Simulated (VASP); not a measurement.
# LiNbO3 (R3c) in VASP: single point with LDA

Aim: the single point of LiNbO3 with LDA.

All numbers are computed with VASP 6.6.1; they aren't measurements. Logs are shortened: lines on timing, memory, paths and dates and some standing lists are left out, and cuts for length are marked.

### Step 1. The cell of the first run

It takes space group R3c (No. 161, trigonal). Conventional cell: a = 5.151 Å, b = 5.151 Å, c = 13.865 Å, α = 90.00°, β = 90.00°, γ = 120.00°. Within 2.8 Å of Li (site symmetry 3) lie 6 O at 2.08 to 2.24 Å. Within 2.5 Å of Nb (site symmetry 3) lie 6 O at 1.88 to 2.11 Å. Within 2.5 Å of O (site symmetry 1) lie 2 Nb at 1.88 to 2.11 Å and 2 Li at 2.08 to 2.24 Å.

### Step 2. Single point, LDA

Contents of INCAR:

```
ALGO     = Normal         # electronic algorithm
EDIFF    = 1E-6           # SCF threshold, eV
ENCUT    = 520            # plane-wave cutoff, eV
ISIF     = 2              # what is computed and relaxed
ISMEAR   = 0              # smearing method
LASPH    = T              # aspherical terms in the spheres
LCHARG   = F              # write CHGCAR
LREAL    = F              # projectors in reciprocal space
LWAVE    = F              # write WAVECAR
NBANDS   = 45             # bands
NELM     = 80             # most SCF steps
PREC     = Accurate       # precision mode
SIGMA    = 0.01           # smearing width, eV
```

Contents of KPOINTS:

```
k-points
0
Gamma
  5 5 5
```

Contents of POSCAR:

```
LiNbO3
1.0
    2.5756485575      1.4870513880      4.6218000000
   -2.5756485575      1.4870513880      4.6218000000
    0.0000000000     -2.9741027760      4.6218000000
Li Nb O
2 2 6
Direct
    0.3017960812      0.3017960812      0.3017960812
    0.8017960812      0.8017960812      0.8017960812
    0.0186097294      0.0186097294      0.0186097294
    0.5186097294      0.5186097294      0.5186097294
    0.1345878654      0.3759895532      0.7402167708
    0.7402167708      0.1345878654      0.3759895532
    0.3759895532      0.7402167708      0.1345878654
    0.2402167708      0.8759895532      0.6345878654
    0.8759895532      0.6345878654      0.2402167708
    0.6345878654      0.2402167708      0.8759895532
```

Potentials or basis: VASP PAW LDA potentials, release 64 (Li_sv, Nb_sv, O).

Launch:

```bash
$ cat potpaw_LDA.64/Li_sv/POTCAR potpaw_LDA.64/Nb_sv/POTCAR potpaw_LDA.64/O/POTCAR > POTCAR
$ mpirun -np 1 vasp_std > vasp.out
```

OUTCAR:

```text
EDIFF = 1E-6
   ENCUT = 520
   ISIF = 2
   ISMEAR = 0
   LASPH = T
   LREAL = F
   NELM = 80
   PREC = Accurate

 ion  position               nearest neighbor table
   1  0.302  0.302  0.302-   8 2.08  10 2.08   9 2.08   5 2.24   7 2.24   6 2.24
   2  0.802  0.802  0.802-   7 2.08   6 2.08   5 2.08   9 2.24   8 2.24  10 2.24
   3  0.019  0.019  0.019-   5 1.88   6 1.88   7 1.88   9 2.11   8 2.11  10 2.11
   4  0.519  0.519  0.519-   9 1.88  10 1.88   8 1.88   5 2.11   7 2.11   6 2.11
   5  0.135  0.376  0.740-   3 1.88   2 2.08   4 2.11   1 2.24
   6  0.740  0.135  0.376-   3 1.88   2 2.08   4 2.11   1 2.24
   7  0.376  0.740  0.135-   3 1.88   2 2.08   4 2.11   1 2.24
   8  0.240  0.876  0.635-   4 1.88   1 2.08   3 2.11   2 2.24
   9  0.876  0.635  0.240-   4 1.88   1 2.08   3 2.11   2 2.24
  10  0.635  0.240  0.876-   4 1.88   1 2.08   3 2.11   2 2.24

  LATTYP: Found a trigonal (rhomboedric) cell.
 ALAT       =     5.4960278895
 COS(alpha) =     0.5607564954

  Lattice vectors:

 A1 = (   2.5756485575,   1.4870513880,   4.6218000000)
 A2 = (  -2.5756485575,   1.4870513880,   4.6218000000)
 A3 = (   0.0000000000,  -2.9741027760,   4.6218000000)

Analysis of symmetry for initial positions (statically):
=====================================================================
 Subroutine PRICEL returns:
 Original cell was already a primitive cell.

 Routine SETGRP: Setting up the symmetry group for a
 trigonal (rhombohedral) supercell.

 Subroutine GETGRP returns: Found  6 space group operations
 (whereof  3 operations were pure point group operations)
 out of a pool of 12 trial point group operations.

The static configuration has the point symmetry C_3 .
 The point group associated with its full space group is C_3v.

Analysis of symmetry for dynamics (positions and initial velocities):
=====================================================================
 Subroutine PRICEL returns:
 Original cell was already a primitive cell.

 Routine SETGRP: Setting up the symmetry group for a
 trigonal (rhombohedral) supercell.

 Subroutine GETGRP returns: Found  6 space group operations
 (whereof  3 operations were pure point group operations)
 out of a pool of 12 trial point group operations.

The dynamic configuration has the point symmetry C_3 .
 The point group associated with its full space group is C_3v.

 Subroutine INISYM returns: Found  6 space group operations
 (whereof  3 operations are pure point group operations),
[... 114 lines left out ...]
   POTIM  = 0.5000    time-step for ionic-motion
   TEBEG  =    0.0;   TEEND  =   0.0 temperature during run
   PSTRESS=    0.0 pullay stress
   NELECT =      68.0000    total number of electrons
   NUPDOWN=      -1.0000    fix difference up-down
   EMIN   =  10.00;   EMAX   =-10.00  energy-range for DOS
   EFERMI =   0.00;   METHOD = LEGACY
   ISMEAR =     0;   SIGMA  =   0.01  broadening in eV -4-tet -1-fermi 0-gaus
   EFERMI_NEDOS =   21; number of points for ismear=-14 and -15
   IALGO  =     38    algorithm
   IMIX   =      4    mixing-type and parameters
     AMIX     =   0.40;   BMIX     =  1.00
     AMIX_MAG =   1.60;   BMIX_MAG =  1.00
  volume/ion in A,a.u.               =      10.62        71.68
  Fermi-wavevector in a.u.,A,eV,Ry     =   1.410976  2.666357 27.087184  1.990852
  Thomas-Fermi vector in A             =   2.532874
   LORBIT       =      0    0 simple, 1 ext, 2 COOP (PROOUT), +10 PAW based schemes
   GGA     = CA    functional components
   LHFCALC =     F    Hartree Fock is set to
   AEXX    =    0.0000 exact exchange contribution
   IVDW    =     0    specifies the selected vdW correction
   LEPSILON=     F    determine dielectric tensor
   LRPA    =     F    only Hartree local field effects (RPA)
 non-spin polarized calculation
 Gauss-broadening in eV      SIGMA  =   0.01
  energy-cutoff  :      520.00
  volume of cell :      106.21
 maximum number of plane-waves:      2894
 NGX is ok and might be reduce to    42
   NGX = 21   NGY = 21   NGZ = 21

 number of electron      67.9999998 magnetization

 Free energy of the ion-electron system (eV)
  ---------------------------------------------------
  ext. energy  EPLUGINS =         0.00000000
  ---------------------------------------------------
  free energy    TOTEN  =       -87.53323995 eV

  energy without entropy =      -87.53323995  energy(sigma->0) =      -87.53323995

 E-fermi :   3.5099     XC(G=0): -11.3279

 val. band max:        3.3073423512   @ k =   0.2000   0.2000   0.2000
 cond. band min:       6.7161823908   @ k =   0.0000   0.0000   0.0000
 fundamental gap:      3.4088400396
 Fermi energy:         3.5098836649

 k-point     1 :       0.0000    0.0000    0.0000
  band No.  band energies     occupation
      1     -50.4925      2.00000
      2     -50.4764      2.00000
      3     -38.2098      2.00000
      4     -38.2068      2.00000
      5     -26.9930      2.00000
      6     -26.9930      2.00000
[... 901 lines left out ...]
     44      12.4369      0.00000
     45      12.6683      0.00000

------------------------ aborting loop because EDIFF is reached ----------------------------------------

  FORCE on cell =-STRESS in cart. coord.  units (eV):
  Direction    XX          YY          ZZ          XY          YZ          ZX
  --------------------------------------------------------------------------------------
  -------------------------------------------------------------------------------------
  Total       -3.2299019     -3.2299019     -3.4630340      0.0000000      0.0000000      0.0000000
  in kB      -48.7219806    -48.7219806    -52.2386997      0.0000000      0.0000000      0.0000000
  external PRESSURE =     -49.8942203 kB  Pullay stress =       0.0000000 kB

 VOLUME and BASIS-vectors are now :
 -----------------------------------------------------------------------------
  energy-cutoff  :      520.00
  volume of cell :      106.21
      direct lattice vectors                 reciprocal lattice vectors
     2.575648558  1.487051388  4.621800000     0.194125863  0.112078619  0.072121973
    -2.575648558  1.487051388  4.621800000    -0.194125863  0.112078619  0.072121973
     0.000000000 -2.974102776  4.621800000     0.000000000 -0.224157239  0.072121973

 POSITION                                       TOTAL-FORCE (eV/Angst)
 -----------------------------------------------------------------------------------
      0.00000      0.00000      4.18452        -0.000000      0.000000      0.001948
      0.00000      0.00000     11.11722        -0.000000      0.000000      0.001948
      0.00000      0.00000      0.25803        -0.000000      0.000000     -0.062829
      0.00000      0.00000      7.19073        -0.000000      0.000000     -0.062829
     -0.62177     -1.44223      5.78092        -0.013439      0.031871      0.020294
      1.55989      0.18265      5.78092        -0.020882     -0.027575      0.020294
     -0.93812      1.25958      5.78092         0.034321     -0.004297      0.020294
     -1.63753     -0.22747      8.09182        -0.034321     -0.004297      0.020294
      0.62177      1.53188      8.09182         0.013439      0.031871      0.020294
      1.01576     -1.30440      8.09182         0.020882     -0.027575      0.020294
 -----------------------------------------------------------------------------------
    total drift:                               -0.000000      0.000000      0.000181

  FREE ENERGIE OF THE ION-ELECTRON SYSTEM (eV)
  ---------------------------------------------------
  free  energy   TOTEN  =       -87.5332399531 eV

  energy  without entropy=      -87.5332399531  energy(sigma->0) =      -87.53323995
```

stdout:

```text
POSCAR found type information on POSCAR LiNbO
 POSCAR found :  3 types and      10 ions
 scaLAPACK will be used
 LDA part: xc-table for (Slater(with rela. corr.)+CA(PZ))
 , standard interpolation
 POSCAR, INCAR and KPOINTS ok, starting setup
 FFT: planning ... GRIDC
 FFT: planning ... GRID_SOFT
 FFT: planning ... GRID
 WAVECAR not read
 entering main loop
```

It took 3.4 min on 1 thread of AMD EPYC 7R13, shared host; peak memory 0.22 GiB.

Results:

```
Free energy            : -87.5332 eV
Largest force          : 0.063 eV/Å
Band gap on the k mesh : 3.41 eV
```

Forces in eV/Å, atoms in the order of the input:
```
Li   0.000  0.000  0.002
Li   0.000  0.000  0.002
Nb   0.000  0.000 -0.063
Nb   0.000  0.000 -0.063
O   -0.013  0.032  0.020
O   -0.021 -0.028  0.020
O    0.034 -0.004  0.020
O   -0.034 -0.004  0.020
O    0.013  0.032  0.020
O    0.021 -0.028  0.020
```

Caveat: the cutoff is under 1.25 times the usual one of these potentials, so pressure, stress and relaxed cells hold a basis-set (Pulay) error; an odd mesh through Γ misses points on the zone boundary, where band edges can lie.
